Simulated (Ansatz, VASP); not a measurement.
One calculation of Ag, two programs

```
CELL_PARAMETERS angstrom
-1.65756 1.52511 1.65756
1.52511 -1.65756 1.65756
1.79001 1.79001 -1.79001
ATOMIC_POSITIONS crystal
Ag 0.00000 0.00000 0.00000
```

Alike in both runs: task single point; functional PBE; k mesh 18 × 18 × 18; occupations gaussian, width 0.1 eV; no spin polarisation.

|  | VASP | Ansatz |
| --- | --- | --- |
| version | VASP 6.6.1 | Ansatz 0.2.0 |
| potentials or method | VASP PAW PBE potentials, release 64 (Ag), cutoff 520 eV | scalar-relativistic, plane waves, PAW |
| valence electrons in the cell | 11 | 19 |

VASP gave:

* gap on the k mesh at the Fermi level (eV): none
* pressure (GPa): 0.5
* traceless stress, the component that is largest in VASP (GPa): -2.60

**Question.** Which values does Ansatz return?

**Answer.** gap on the k mesh at the Fermi level (eV): none; pressure (GPa): 0.6; traceless stress, the component that is largest in VASP (GPa): -2.62.

A gap of «none» marks a metal or a gap that the smearing closes. VASP's potentials hold 11 valence electrons a cell and Ansatz's 19, so a difference there can come from the potentials and not from the codes.
